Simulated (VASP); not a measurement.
HgTe (Coloradoite), 2 atoms in the cell. The structure is cubic, space group F-43m (No. 216). The conventional cell has a = 6.365 Å, b = 6.365 Å, c = 6.365 Å, α = 90.00°, β = 90.00°, γ = 90.00°. Within 3.6 Å of Hg (site symmetry -43m) lie 4 Te at 2.76 Å. Within 3.6 Å of Te (site symmetry -43m) lie 4 Hg at 2.76 Å.  This cell differs from its parent crystal: volume scaled by 0.920.

```yaml
Program: VASP 6.6.1
Task: single point
Functional: PBE
Dispersion: D3(BJ)
Potentials_or_basis: VASP PAW PBE potentials, release 64 (Hg, Te)
Cutoff: 520 eV
k_mesh: 10 × 10 × 10
Occupations: gaussian, width 0.05 eV
Spin: no spin polarisation
Dipole_correction: no
Further_INCAR_settings: ALGO = Normal; EDIFF = 1e-07; NBANDS = 16
```

Potentials or basis: VASP PAW PBE potentials, release 64 (Hg, Te).

The run is started by

```console
$ cat potpaw_PBE.64/Hg/POTCAR potpaw_PBE.64/Te/POTCAR > POTCAR
$ mpirun -np 1 vasp_std > vasp.out
```

Hardware: 1 thread of Intel(R) Xeon(R) 6975P-C (Granite Rapids), on a shared host.

Task: Estimate the wall time of this run.

Result: Run time: 20 s on 1 thread of Intel(R) Xeon(R) 6975P-C (Granite Rapids), with other jobs on the host, peak memory 0.23 GiB. Counts: scf iterations 14, k points 47.
